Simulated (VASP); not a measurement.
# PtS2 in VASP: single point with PBEsol

Aim: the single point of PtS2 with PBEsol.

Everything below comes from runs of VASP 6.6.1. Logs are shortened: lines on timing, memory, paths and dates and some standing lists are left out, and cuts for length are marked.

## 1. The cell of the first run

The cell holds a sheet with vacuum, 3 atoms: a = 3.517 Å, b = 3.517 Å, c = 18.451 Å, α = 90.00°, β = 90.00°, γ = 120.00°.

## 2. Single point, PBEsol, non-collinear spin, zero start, spin-orbit coupling

Contents of INCAR:

```
  ALGO = Normal
  DIPOL = 0.5 0.5 0.500
  EDIFF = 1E-6
  ENCUT = 400
  GGA = PS
  GGA_COMPAT = False
  IDIPOL = 3
  ISIF = 2
  ISMEAR = 0
  LASPH = True
  LCHARG = False
  LDIPOL = True
  LMAXMIX = 4
  LORBIT = 11
  LORBMOM = True
  LREAL = False
  LSORBIT = True
  LWAVE = False
  MAGMOM = 0 0 0 0 0 0 0 0 0
  NBANDS = 35
  NELM = 200
  NELMDL = -8
  PREC = Accurate
  SIGMA = 0.03
```

Contents of KPOINTS:

```
k-points
0
Gamma
  12 12 1
```

Contents of POSCAR:

```
PtS2
1.0
    3.5173296947      0.0000000000      0.0000000000
   -1.7586648474      3.0460968691      0.0000000000
    0.0000000000      0.0000000000     18.4508422371
S Pt
2 1
Direct
    0.3333333333      0.6666666667      0.4335845430
    0.6666666667      0.3333333333      0.5664154570
    0.0000000000      0.0000000000      0.5000000000
```

Potentials or basis: VASP PAW PBE potentials, release 64 (S, Pt).

Run with:

```bash
$ cat potpaw_PBE.64/S/POTCAR potpaw_PBE.64/Pt/POTCAR > POTCAR
$ mpirun -np 1 vasp_ncl > vasp.out
```

OUTCAR:

```text
EDIFF = 1E-6
   ENCUT = 400
   GGA = PS
   ISIF = 2
   ISMEAR = 0
   LASPH = True
   LORBIT = 11
   LREAL = False
   LSORBIT = True
   NELM = 200
   NELMDL = -8
   PREC = Accurate

 ion  position               nearest neighbor table
   1  0.333  0.667  0.434-   3 2.37   3 2.37   3 2.37
   2  0.667  0.333  0.566-   3 2.37   3 2.37   3 2.37
   3  0.000  0.000  0.500-   1 2.37   2 2.37   2 2.37   1 2.37   2 2.37   1 2.37

  LATTYP: Found a hexagonal cell.
 ALAT       =     3.5173296947
 C/A-ratio  =     5.2456959792

  Lattice vectors:

 A1 = (   3.5173296947,   0.0000000000,   0.0000000000)
 A2 = (  -1.7586648474,   3.0460968691,   0.0000000000)
 A3 = (   0.0000000000,   0.0000000000,  18.4508422371)

Analysis of symmetry for initial positions (statically):
=====================================================================
 Subroutine PRICEL returns:
 Original cell was already a primitive cell.

 Routine SETGRP: Setting up the symmetry group for a
 hexagonal supercell.

 Subroutine GETGRP returns: Found 12 space group operations
 (whereof 12 operations were pure point group operations)
 out of a pool of 24 trial point group operations.

The static configuration has the point symmetry D_3d.

Analysis of symmetry for dynamics (positions and initial velocities):
=====================================================================
 Subroutine PRICEL returns:
 Original cell was already a primitive cell.

 Routine SETGRP: Setting up the symmetry group for a
 hexagonal supercell.

 Subroutine GETGRP returns: Found 12 space group operations
 (whereof 12 operations were pure point group operations)
 out of a pool of 24 trial point group operations.

The dynamic configuration has the point symmetry D_3d.

Analysis of structural, dynamic, and magnetic symmetry:
=====================================================================
 Subroutine PRICEL returns:
 Original cell was already a primitive cell.

 Routine SETGRP: Setting up the symmetry group for a
 hexagonal supercell.

 Subroutine GETGRP returns: Found 12 space group operations
 (whereof 12 operations were pure point group operations)
 out of a pool of 24 trial point group operations.

The overall configuration has the point symmetry D_3d.

 Subroutine INISYM returns: Found 12 space group operations
 (whereof 12 operations are pure point group operations),
 and found     1 'primitive' translations

----------------------------------------------------------------------------------------

                                     Primitive cell

  volume of cell :     197.6847

  direct lattice vectors                    reciprocal lattice vectors
     3.517329695  0.000000000  0.000000000     0.284306587  0.164144484  0.000000000
    -1.758664847  3.046096869  0.000000000     0.000000000  0.328288969  0.000000000
     0.000000000  0.000000000 18.450842237     0.000000000  0.000000000  0.054198068

  length of vectors
     3.517329695  3.517329695 18.450842237     0.328288969  0.328288969  0.054198068

  position of ions in fractional coordinates (direct lattice)
     0.333333333  0.666666667  0.433584543
     0.666666667  0.333333333  0.566415457
     0.000000000  0.000000000  0.500000000

  ion indices of the primitive-cell ions
   primitive index   ion index
                 1           1
                 2           2
                 3           3

----------------------------------------------------------------------------------------

 KPOINTS: k-points

Automatic generation of k-mesh.
 Grid dimensions read from file:
 generate k-points for:   12   12    1

 Generating k-lattice:

  Cartesian coordinates                     Fractional coordinates (reciprocal lattice)
[... 99 lines left out ...]

 dipolmoment           0.000000      0.000000      0.000000 electrons x Angstroem

 Free energy of the ion-electron system (eV)
  ---------------------------------------------------
  ext. energy  EPLUGINS =         0.00000000
  ---------------------------------------------------
  free energy    TOTEN  =       -17.32329168 eV

  energy without entropy =      -17.32329168  energy(sigma->0) =      -17.32329168

 E-fermi :  -2.7576     XC(G=0):  -3.6240

 val. band max:       -2.8944333455   @ k =   0.0833   0.0833   0.0000
 cond. band min:      -1.1085531037   @ k =   0.2500   0.0000   0.0000
 fundamental gap:      1.7858802418
 Fermi energy:        -2.7576400076

 k-point     1 :       0.0000    0.0000    0.0000
  band No.  band energies     occupation
      1     -17.2313      1.00000
      2     -17.2313      1.00000
      3     -14.8530      1.00000
      4     -14.8530      1.00000
      5      -9.0377      1.00000
      6      -9.0377      1.00000
[... 692 lines left out ...]
     33       6.5036      0.00000
     34       6.5036      0.00000
 [bands above 34 left out]

------------------------ aborting loop because EDIFF is reached ----------------------------------------

 vacuum level on the upper side and lower side of the slab       (xc-potential included)        -0.253        -0.253

  FORCE on cell =-STRESS in cart. coord.  units (eV):
  Direction    XX          YY          ZZ          XY          YZ          ZX
  --------------------------------------------------------------------------------------
  -------------------------------------------------------------------------------------
  Total        0.3903765      0.3903765      0.0908973     -0.0000000      0.0000000      0.0000000
  in kB        3.1638891      3.1638891      0.7366966     -0.0000000      0.0000000      0.0000000
  external PRESSURE =       2.3548249 kB  Pullay stress =       0.0000000 kB

 VOLUME and BASIS-vectors are now :
 -----------------------------------------------------------------------------
  energy-cutoff  :      400.00
  volume of cell :      197.68
      direct lattice vectors                 reciprocal lattice vectors
     3.517329695  0.000000000  0.000000000     0.284306587  0.164144484  0.000000000
    -1.758664847  3.046096869  0.000000000     0.000000000  0.328288969  0.000000000
     0.000000000  0.000000000 18.450842237     0.000000000  0.000000000  0.054198068

 POSITION                                       TOTAL-FORCE (eV/Angst)
 -----------------------------------------------------------------------------------
     -0.00000      2.03073      8.00000        -0.000000     -0.000000     -0.045986
      1.75866      1.01537     10.45084         0.000000      0.000000      0.045986
      0.00000      0.00000      9.22542         0.000000      0.000000      0.000000
 -----------------------------------------------------------------------------------
    total drift:                                0.000000     -0.000000      0.000000

  FREE ENERGIE OF THE ION-ELECTRON SYSTEM (eV)
  ---------------------------------------------------
  free  energy   TOTEN  =       -17.3232916826 eV

  energy  without entropy=      -17.3232916826  energy(sigma->0) =      -17.32329168

 vacuum level on the upper side and lower side of the slab         3.148         3.148

 orbital moment (x)

 # of ion     p       d       tot
 ----------------------------------------
  1        -0.000   0.000  -0.000
  2        -0.000   0.000  -0.000
  3         0.000   0.000   0.000
 ----------------------------------------
           -0.000   0.000  -0.000

 orbital moment (y)

 # of ion     p       d       tot
 ----------------------------------------
  1         0.000   0.000   0.000
  2         0.000   0.000   0.000
  3        -0.000  -0.000  -0.000
 ----------------------------------------
            0.000  -0.000  -0.000

 orbital moment (z)

 # of ion     p       d       tot
 ----------------------------------------
  1         0.000   0.000   0.000
  2         0.000   0.000   0.000
  3         0.000  -0.000  -0.000
 ----------------------------------------
            0.000  -0.000  -0.000

 Spin-Orbit-Coupling matrix elements

 Ion:    1  E_soc:      0.0008093
 l=   1
     0.0000000     0.0001073     0.0001901
     0.0001073     0.0000000     0.0001073
     0.0001901     0.0001073     0.0000000
 l=   2
     0.0000000     0.0000000     0.0000000     0.0000000     0.0000000
     0.0000000     0.0000000     0.0000000     0.0000000     0.0000000
     0.0000000     0.0000000     0.0000000     0.0000000     0.0000000
     0.0000000     0.0000000     0.0000000     0.0000000     0.0000000
     0.0000000     0.0000000     0.0000000     0.0000000     0.0000000
 l=   3
     0.0000000     0.0000000     0.0000000     0.0000000     0.0000000     0.0000000     0.0000000
     0.0000000     0.0000000     0.0000000     0.0000000     0.0000000     0.0000000     0.0000000
     0.0000000     0.0000000     0.0000000     0.0000000     0.0000000     0.0000000     0.0000000
     0.0000000     0.0000000     0.0000000     0.0000000     0.0000000     0.0000000     0.0000000
[... 29 lines left out ...]
 l=   2
     0.0000000    -0.0206396     0.0000000    -0.0206396    -0.0691786
    -0.0206396     0.0000000    -0.0501782    -0.0248990    -0.0206396
     0.0000000    -0.0501782     0.0000000    -0.0501782     0.0000000
    -0.0206396    -0.0248990    -0.0501782     0.0000000    -0.0206396
    -0.0691786    -0.0206396     0.0000000    -0.0206396     0.0000000
 l=   3
     0.0000000     0.0000000     0.0000000     0.0000000     0.0000000     0.0000000     0.0000000
     0.0000000     0.0000000     0.0000000     0.0000000     0.0000000     0.0000000     0.0000000
     0.0000000     0.0000000     0.0000000     0.0000000     0.0000000     0.0000000     0.0000000
     0.0000000     0.0000000     0.0000000     0.0000000     0.0000000     0.0000000     0.0000000
     0.0000000     0.0000000     0.0000000     0.0000000     0.0000000     0.0000000     0.0000000
     0.0000000     0.0000000     0.0000000     0.0000000     0.0000000     0.0000000     0.0000000
     0.0000000     0.0000000     0.0000000     0.0000000     0.0000000     0.0000000     0.0000000

 total charge

# of ion       s       p       d       tot
------------------------------------------
    1        1.352   2.274   0.000   3.626
    2        1.352   2.274   0.000   3.626
    3        0.707   0.833   7.977   9.517
--------------------------------------------------
tot          3.410   5.382   7.977  16.769

 magnetization (x)

# of ion       s       p       d       tot
------------------------------------------
    1        0.000  -0.000   0.000  -0.000
    2        0.000   0.000   0.000   0.000
    3        0.000   0.000   0.000   0.000
--------------------------------------------------
tot          0.000   0.000   0.000   0.000

 magnetization (y)

# of ion       s       p       d       tot
------------------------------------------
    1        0.000   0.000   0.000   0.000
    2        0.000   0.000   0.000   0.000
    3        0.000  -0.000   0.000  -0.000
--------------------------------------------------
tot          0.000  -0.000   0.000  -0.000

 magnetization (z)

# of ion       s       p       d       tot
------------------------------------------
    1        0.000   0.000   0.000   0.000
    2        0.000   0.000   0.000   0.000
    3        0.000   0.000   0.000   0.000
--------------------------------------------------
tot          0.000   0.000   0.000   0.000
```

It took 6.1 min on 1 thread of Oxide Virtual Turin-like, shared host; peak memory 0.57 GiB.

What came out:

* Free energy: -17.3233 eV
* Largest force: 0.046 eV/Å
* Net moment: 0.00 μB per cell
* Valence electrons inside the program's atomic spheres: S 3.63; Pt 9.52

Forces on the atoms (eV/Å):
```
S    0.000  0.000 -0.046
S    0.000  0.000  0.046
Pt   0.000  0.000  0.000
```

Moments on the atoms (μB; x, y, z):
```
S   0.00 0.00 0.00
S   0.00 0.00 0.00
Pt  0.00 0.00 0.00
```

Caveat: the PAW data sets were made with another functional, which shifts forces and pressure a little.
